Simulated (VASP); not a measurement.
# Ir (Fm-3m) in VASP: further runs, part 2 of 2

VASP 6.6.1.

## Step 3: Single point, PBEsol+D4

This run uses another cell than the first one, of 13.84 Å³/atom, 0.984 times its volume.

INCAR

```
SYSTEM = Ir
  PREC = Accurate
  ENCUT = 520
  EDIFF = 1E-7
  ISMEAR = -1
  SIGMA = 0.05
  LREAL = .FALSE.
  LASPH = .TRUE.
  NELM = 100
  ALGO = Normal
  ISIF = 2
  LWAVE = .FALSE.
  LCHARG = .TRUE.
  GGA = PS
  IVDW = 13
  LELF = .TRUE.
  LVHAR = .TRUE.
  NBANDS = 10
```

KPOINTS

```
regular mesh
0
G
  12 12 12
  0 0 0
```

POSCAR

```
Ir
1.0
    0.0000000000      1.9055342735      1.9055342735
    1.9055342735      0.0000000000      1.9055342735
    1.9055342735      1.9055342735      0.0000000000
Ir
1
Direct
    0.0000000000      0.0000000000      0.0000000000
```

Potentials or basis: VASP PAW PBE potentials, release 64 (Ir).

Started as:

```console
$ cat potpaw_PBE.64/Ir/POTCAR > POTCAR
$ mpirun -np 1 vasp_std > vasp.out
```

OUTCAR:

```text
SYSTEM = Ir
   PREC = Accurate
   ENCUT = 520
   EDIFF = 1E-7
   ISMEAR = -1
   LREAL = .FALSE.
   LASPH = .TRUE.
   NELM = 100
   ISIF = 2
   GGA = PS
   IVDW = 13

 ion  position               nearest neighbor table
   1  0.000  0.000  0.000-

  LATTYP: Found a face centered cubic cell.
 ALAT       =     3.8110685470

  Lattice vectors:

 A1 = (   0.0000000000,   1.9055342735,   1.9055342735)
 A2 = (   1.9055342735,   0.0000000000,   1.9055342735)
 A3 = (   1.9055342735,   1.9055342735,   0.0000000000)

Analysis of symmetry for initial positions (statically):
[... 5 lines left out ...]
 face centered cubic supercell.

 Subroutine GETGRP returns: Found 48 space group operations
 (whereof 48 operations were pure point group operations)
 out of a pool of 48 trial point group operations.

The static configuration has the point symmetry O_h .

Analysis of symmetry for dynamics (positions and initial velocities):
[... 5 lines left out ...]
 face centered cubic supercell.

 Subroutine GETGRP returns: Found 48 space group operations
 (whereof 48 operations were pure point group operations)
 out of a pool of 48 trial point group operations.

The dynamic configuration has the point symmetry O_h .

 Subroutine INISYM returns: Found 48 space group operations
 (whereof 48 operations are pure point group operations),
 and found     1 'primitive' translations

----------------------------------------------------------------------------------------

                                     Primitive cell

  volume of cell :      13.8382

  direct lattice vectors                    reciprocal lattice vectors
     0.000000000  1.905534274  1.905534274    -0.262393601  0.262393601  0.262393601
     1.905534274  0.000000000  1.905534274     0.262393601 -0.262393601  0.262393601
     1.905534274  1.905534274  0.000000000     0.262393601  0.262393601 -0.262393601

  length of vectors
     2.694832413  2.694832413  2.694832413     0.454479049  0.454479049  0.454479049

  position of ions in fractional coordinates (direct lattice)
     0.000000000  0.000000000  0.000000000

  ion indices of the primitive-cell ions
   primitive index   ion index
                 1           1

----------------------------------------------------------------------------------------

 KPOINTS: regular mesh

Automatic generation of k-mesh.
 Grid dimensions read from file:
 generate k-points for:   12   12   12

 Generating k-lattice:

  Cartesian coordinates                     Fractional coordinates (reciprocal lattice)
    -0.021866133  0.021866133  0.021866133     0.083333333  0.000000000  0.000000000
     0.021866133 -0.021866133  0.021866133     0.000000000  0.083333333  0.000000000
     0.021866133  0.021866133 -0.021866133     0.000000000  0.000000000  0.083333333

  Length of vectors
     0.037873254  0.037873254  0.037873254

  Shift w.r.t. Gamma in fractional coordinates (k-lattice)
     0.000000000  0.000000000  0.000000000

 Subroutine IBZKPT returns following result:
 ===========================================

 Found     72 irreducible k-points:

 Following reciprocal coordinates:
            Coordinates               Weight
  0.000000  0.000000  0.000000      1.000000
  0.083333  0.000000  0.000000      8.000000
  0.166667  0.000000  0.000000      8.000000
  0.250000  0.000000  0.000000      8.000000
  0.333333  0.000000  0.000000      8.000000
  0.416667  0.000000  0.000000      8.000000
[... 16 lines left out ...]
  0.500000  0.166667  0.000000     24.000000
 -0.416667  0.166667  0.000000     24.000000
 [... further k-points ...]
   k-points           NKPTS =     72   k-points in BZ     NKDIM =     72   number of bands    NBANDS=     10
   number of dos      NEDOS =    301   number of ions     NIONS =      1
   total plane-waves  NPLWV =   8000
   dimension x,y,z NGX =    20 NGY =   20 NGZ =   20
   dimension x,y,z NGXF=    40 NGYF=   40 NGZF=   40
   ions per type =               1
   NGX,Y,Z   is equivalent  to a cutoff of  12.34, 12.34, 12.34 a.u.
   NGXF,Y,Z  is equivalent  to a cutoff of  24.68, 24.68, 24.68 a.u.
 SYSTEM =  Ir
   PREC   = accura    normal or accurate (medium, high low for compatibility)
   ISTART =      0    job   : 0-new  1-cont  2-samecut
   ICHARG =      2    charge: 1-file 2-atom 10-const
   ISPIN  =      1    spin polarized calculation?
   LNONCOLLINEAR =      F non collinear calculations
   LSORBIT =      F    spin-orbit coupling
   LASPH  =      T    aspherical Exc in radial PAW
   ENCUT  =  520.0 eV  38.22 Ry    6.18 a.u.   5.01  5.01  5.01*2*pi/ulx,y,z
   NELM   =    100;   NELMIN=  2; NELMDL= -5     # of ELM steps
   EDIFF  = 0.1E-06   stopping-criterion for ELM
   LREAL  =      F    real-space projection
   EDIFFG = 0.1E-05   stopping-criterion for IOM
   NSW    =      0    number of steps for IOM
   IBRION =     -1    ionic relax: 0-MD 1-quasi-New 2-CG
   NFREE  =      0    steps in history (QN), initial steepest desc. (CG)
   ISIF   =      2    stress and relaxation
   ISYM   =      2    0-nonsym 1-usesym 2-fastsym
   POTIM  = 0.5000    time-step for ionic-motion
   TEBEG  =    0.0;   TEEND  =   0.0 temperature during run
   PSTRESS=    0.0 pullay stress
   NELECT =       9.0000    total number of electrons
   NUPDOWN=      -1.0000    fix difference up-down
   EMIN   =  10.00;   EMAX   =-10.00  energy-range for DOS
[... 5 lines left out ...]
     AMIX     =   0.40;   BMIX     =  1.00
     AMIX_MAG =   1.60;   BMIX_MAG =  1.00
  volume/ion in A,a.u.               =      13.84        93.38
  Fermi-wavevector in a.u.,A,eV,Ry     =   1.418390  2.680368 27.372600  2.011829
  Thomas-Fermi vector in A             =   2.539520
   LORBIT       =      0    0 simple, 1 ext, 2 COOP (PROOUT), +10 PAW based schemes
   GGA     = PS    functional components
   LHFCALC =     F    Hartree Fock is set to
   AEXX    =    0.0000 exact exchange contribution
   IVDW    =    13    specifies the selected vdW correction
   LEPSILON=     F    determine dielectric tensor
   LRPA    =     F    only Hartree local field effects (RPA)
 non-spin polarized calculation
  energy-cutoff  :      520.00
  volume of cell :       13.84
 maximum number of plane-waves:       388
   NGX =  9   NGY =  9   NGZ =  9

 number of electron       9.0000001 magnetization

 Free energy of the ion-electron system (eV)
  ---------------------------------------------------
  ext. energy  EPLUGINS =         0.00000000
  ---------------------------------------------------
  free energy    TOTEN  =        -9.83589754 eV

  energy without entropy =       -9.83127131  energy(sigma->0) =       -9.83358443

 E-fermi :  10.6723     XC(G=0): -14.2323

 val. band max:       10.6471421894   @ k =   0.3333   0.0833   0.0000
 cond. band min:      10.6725868694   @ k =  -0.2500   0.0833   0.0000
 fundamental gap:      0.0254446800
 Fermi energy:        10.6723052248

 k-point     1 :       0.0000    0.0000    0.0000
  band No.  band energies     occupation
      1      -0.7971      2.00000
      2       6.5953      2.00000
      3       6.5953      2.00000
      4       6.5953      2.00000
      5       9.4041      2.00000
      6       9.4041      2.00000
      7      24.9111      0.00000
      8      30.6130      0.00000
      9      30.6130      0.00000
     10      30.6130      0.00000

 k-point     2 :       0.0833    0.0000    0.0000
  band No.  band energies     occupation
      1      -0.4832      2.00000
      2       6.4295      2.00000
      3       6.7298      2.00000
      4       6.7298      2.00000
      5       9.3188      2.00000
      6       9.3188      2.00000
      7      25.4540      0.00000
      8      29.1484      0.00000
      9      31.1357      0.00000
     10      31.1357      0.00000
[... 274 lines left out ...]
 k-point    24 :      -0.4167    0.1667    0.0000
  band No.  band energies     occupation
      1       3.2242      2.00000
      2       5.6953      2.00000
      3       7.3448      2.00000
      4       7.5179      2.00000
      5      11.1069      0.00034
      6      14.4812      0.00000
      7      18.0417      0.00000
      8      26.0226      0.00000
      9      28.3643      0.00000
     10      30.4270      0.00000

 [... further k-points ...]

------------------------ aborting loop because EDIFF is reached ----------------------------------------

  DFT-D4 for vdW energy calculation

  Edisp (eV):   -0.54940

  FORCE on cell =-STRESS in cart. coord.  units (eV):
  Direction    XX          YY          ZZ          XY          YZ          ZX
  --------------------------------------------------------------------------------------
  -------------------------------------------------------------------------------------
  Total       0.10040     0.10040     0.10040     0.00000    -0.00000    -0.00000
  in kB      11.62419    11.62419    11.62419     0.00000    -0.00000    -0.00000
  external pressure =       11.62 kB  Pullay stress =        0.00 kB

 VOLUME and BASIS-vectors are now :
 -----------------------------------------------------------------------------
  energy-cutoff  :      520.00
  volume of cell :       13.84
      direct lattice vectors                 reciprocal lattice vectors
     0.000000000  1.905534274  1.905534274    -0.262393601  0.262393601  0.262393601
     1.905534274  0.000000000  1.905534274     0.262393601 -0.262393601  0.262393601
     1.905534274  1.905534274  0.000000000     0.262393601  0.262393601 -0.262393601

 POSITION                                       TOTAL-FORCE (eV/Angst)
 -----------------------------------------------------------------------------------
      0.00000      0.00000      0.00000         0.000000      0.000000      0.000000
 -----------------------------------------------------------------------------------
    total drift:                                0.000000      0.000000      0.000000

  FREE ENERGIE OF THE ION-ELECTRON SYSTEM (eV)
  ---------------------------------------------------
  free  energy   TOTEN  =       -10.3853013589 eV

  energy  without entropy=      -10.3806751248  energy(sigma->0) =      -10.38298824
```

OSZICAR:

```text
N       E                     dE             d eps       ncg     rms          rms(c)
DAV:   1     0.481636793779E+02    0.48164E+02   -0.44328E+03  1464   0.835E+02
DAV:   2    -0.953525009671E+01   -0.57699E+02   -0.54030E+02  1490   0.197E+02
DAV:   3    -0.104535971158E+02   -0.91835E+00   -0.91369E+00  1674   0.300E+01
DAV:   4    -0.104621504850E+02   -0.85534E-02   -0.85520E-02  1608   0.274E+00
DAV:   5    -0.104623119750E+02   -0.16149E-03   -0.16149E-03  1678   0.363E-01    0.167E+01
DAV:   6    -0.994365115948E+01    0.51866E+00   -0.87601E-01  1616   0.115E+01    0.666E+00
DAV:   7    -0.984319867261E+01    0.10045E+00   -0.28948E-01  1710   0.601E+00    0.143E+00
DAV:   8    -0.984175481308E+01    0.14439E-02   -0.20158E-03  1562   0.443E-01    0.127E+00
DAV:   9    -0.983592502973E+01    0.58298E-02   -0.30476E-03  1590   0.806E-01    0.493E-02
DAV:  10    -0.983589611991E+01    0.28910E-04   -0.30622E-05  2078   0.679E-02    0.303E-02
DAV:  11    -0.983589749836E+01   -0.13784E-05   -0.19528E-06  1586   0.100E-02    0.472E-03
DAV:  12    -0.983589754299E+01   -0.44634E-07   -0.39079E-08   990   0.230E-03
   1 F= -.10385301E+02 E0= -.10382988E+02  d E =-.462623E-02
```

stdout:

```text
POSCAR found type information on POSCAR Ir
 POSCAR found :  1 types and       1 ions
 scaLAPACK will be used
 -----------------------------------------------------------------------------
|                                                                             |
|                                                                             |
|     You enforced a specific xc type in the INCAR file but a different       |
|     I HOPE YOU KNOW WHAT YOU ARE DOING!                                     |
|                                                                             |
 -----------------------------------------------------------------------------

 LDA part: xc-table for (Slater+PW92), standard interpolation
 POSCAR, INCAR and KPOINTS ok, starting setup
 FFT: planning ... GRIDC
 FFT: planning ... GRID_SOFT
 FFT: planning ... GRID
 WAVECAR not read
 entering main loop
```

Run time: 13 s. Hardware: 1 thread of Intel Xeon Platinum 8259CL at 2.50GHz (Skylake/Cascade Lake), shared host; peak memory 0.13 GiB.

Results:

- Free energy: -10.3853 eV
- Pressure: 1.2 GPa
- Dispersion energy per atom: -0.549 eV

Levels at points of the mesh, in eV from the Fermi level:
| k point | band 1 | band 2 | band 3 | band 4 | band 5 | band 6 | band 7 | band 8 | band 9 |
| --- | --- | --- | --- | --- | --- | --- | --- | --- | --- |
| (0.00, 0.00, 0.00) | -11.47 | -4.08 | -4.08 | -4.08 | -1.27 | -1.27 | 14.24 | 19.94 | 19.94 |
| (0.50, 0.00, 0.00) | -8.42 | -4.18 | -4.18 | -0.91 | 0.90 | 0.90 | 7.42 | 13.77 | 19.92 |
| (0.50, 0.50, 0.00) | -8.24 | -7.65 | 0.88 | 1.50 | 1.50 | 1.61 | 10.73 | 11.73 | 11.73 |

Caveat: the PAW data sets were made with another functional, which shifts forces and pressure a little; spin-orbit coupling is left out, which moves the levels of the heavy elements; pairwise dispersion overbinds metals, which lowers pressure and volume.
